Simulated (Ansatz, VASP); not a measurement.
**One calculation of InSe, two programs**

The input INCAR:

```
SYSTEM = InSe
PREC = Accurate
ENCUT = 520
EDIFF = 1E-8
ISMEAR = -1
SIGMA = 0.01
LREAL = .False.
LASPH = .True.
NELM = 60
ALGO = Normal
ISIF = 2
LWAVE = .False.
LCHARG = .False.
GGA = PS
LEFG = .True.
NBANDS = 27
```

KPOINTS

```
regular mesh
0
Gamma
  7 7 7
  0 0 0
```

POSCAR

```
InSe
1.0
    1.9729693145      1.1390943648      8.2042687889
   -1.9729693145      1.1390943648      8.2042687889
    0.0000000000     -2.2781887297      8.2042687889
In Se
2 2
Direct
    0.0000000000      0.0000000000      0.0000000000
    0.1122000000      0.1122000000      0.1122000000
    0.6155000000      0.6155000000      0.6155000000
    0.8300000000      0.8300000000      0.8300000000
```

Input for Ansatz:

```yaml
crystal:
  lattice:
    - [1.9729693145, 1.1390943648, 8.2042687889]
    - [-1.9729693145, 1.1390943648, 8.2042687889]
    - [0.0, -2.2781887297, 8.2042687889]
  atoms:
    - { symbol: In, position: [0.0, 0.0, 0.0] }
    - { symbol: In, position: [0.1122, 0.1122, 0.1122] }
    - { symbol: Se, position: [0.6155, 0.6155, 0.6155] }
    - { symbol: Se, position: [0.83, 0.83, 0.83] }
kpoints:
  mp_grid: { grid: [7, 7, 7] }
scf:
  occupations: { method: fermi_dirac, width: 0.01 }
hamiltonian:
  xc: pbesol
  pseudopotentials: { kind: all_electron, datasets: crystal }
output:
  forces: true
  stress: true
  eigenvalues: true
  efg: { contact_densities: true }
```

Change from the starting cell: volume scaled by 0.96, crystal datasets.

Alike in both runs: task electric field gradients; functional PBEsol; k mesh 7 × 7 × 7; occupations fermi-dirac, width 0.01 eV; no spin polarisation.

|  | VASP | Ansatz |
| --- | --- | --- |
| version | VASP 6.6.1 | Ansatz 0.2.0 |
| potentials or method | VASP PAW PBE potentials, release 64 (In_d, Se), cutoff 520 eV | all-electron PAW with datasets made for the crystal, scalar-relativistic |

```tsv
	VASP	Ansatz	Ansatz less VASP
gap on the k mesh at the Fermi level (eV)	0.76	0.77	+0.012
pressure (GPa)	2.7	2.6	-0.07
traceless stress, the component that is largest in VASP (GPa)	-0.52	-0.51	+0.013
rms of the force components (eV/Å)	0.198	0.186	-0.0122
size of Vzz on the site where it differs most (V/Å²)	62.5	65.9	+3.43
```

VASP's potentials were made for PBE, not for PBEsol. Atom by atom the forces differ by 0.012 eV/Å (rms over components). Ansatz ran all-electron here, and VASP with PAW potentials.
